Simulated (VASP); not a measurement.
Runs of VASP 6.6.1 on In4P. The structure is that of space group Pm-3m (No. 221), or close to it. The cells are those of the table. The cell was generated, and may not be a known phase.

```csv
task,cell,k mesh,cutoff (eV),gap on the mesh (eV),pressure (GPa),relaxed volume (Å³/atom)
relaxation of cell and atoms,"relaxed from a = 5.481 Å, 5 atoms",8 × 8 × 8,600,none,0.0,33.89
single point,"a = 5.234 Å, 5 atoms",4 × 4 × 4,520,none,(a),-
single point,"a = 5.532 Å, 5 atoms",8 × 8 × 8,520,none,0.0,-
relaxation of cell and atoms,"relaxed from a = 5.234 Å, 5 atoms",4 × 4 × 4,600,none,0.0,32.96
single point,"a = 5.481 Å, 5 atoms",4 × 4 × 4,520,none,0.0,-
```

Alike in all rows: level PBE; potentials or basis VASP PAW PBE potentials, release 64 (In_d, P); no spin polarisation; smearing gaussian 0.1 eV.

**Question.** Fill in the values left out.

**Answer.** (a) 5.9.

Caveats: spin-orbit coupling is left out, which moves the levels of the heavy elements; the cell stands under pressure (at least some runs).

A k mesh can miss the band edges, and the runs leave out spin-orbit coupling on In.

A gap of «none» marks levels without a gap at the run's occupations.
